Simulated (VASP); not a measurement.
A run of VASP 6.6.1:

File INCAR:

```
SYSTEM = HgTe
PREC = Accurate
ENCUT = 520
EDIFF = 1E-6
ISMEAR = -1
SIGMA = 0.08
LREAL = .FALSE.
LASPH = .TRUE.
NELM = 100
ALGO = Normal
ISIF = 2
LWAVE = .FALSE.
LCHARG = .FALSE.
GGA = PS
NBANDS = 16
```

KPOINTS

```
Automatic mesh
0
G
  12 12 12
  0 0 0
```

File POSCAR:

```
HgTe
1.0
    0.0000000000      2.9215000000      2.9215000000
    2.9215000000      0.0000000000      2.9215000000
    2.9215000000      2.9215000000      0.0000000000
Hg Te
1 1
Direct
    0.0000000000      0.0000000000      0.0000000000
    0.5000000000      0.5000000000      0.5000000000
```

Potentials or basis: VASP PAW PBE potentials, release 64 (Hg, Te).

Run with:

```bash
$ cat potpaw_PBE.64/Hg/POTCAR potpaw_PBE.64/Te/POTCAR > POTCAR
$ mpirun -np 1 vasp_std > vasp.out
```

Hardware: 1 thread of Intel(R) Xeon(R) 6975P-C (Granite Rapids), on a shared host.

Q: How long does it take, and how much memory?

A: Run time: 17 s on 1 thread of Intel(R) Xeon(R) 6975P-C (Granite Rapids) (shared host), peak memory 0.21 GiB. Counts: scf iterations 12, k points 72.
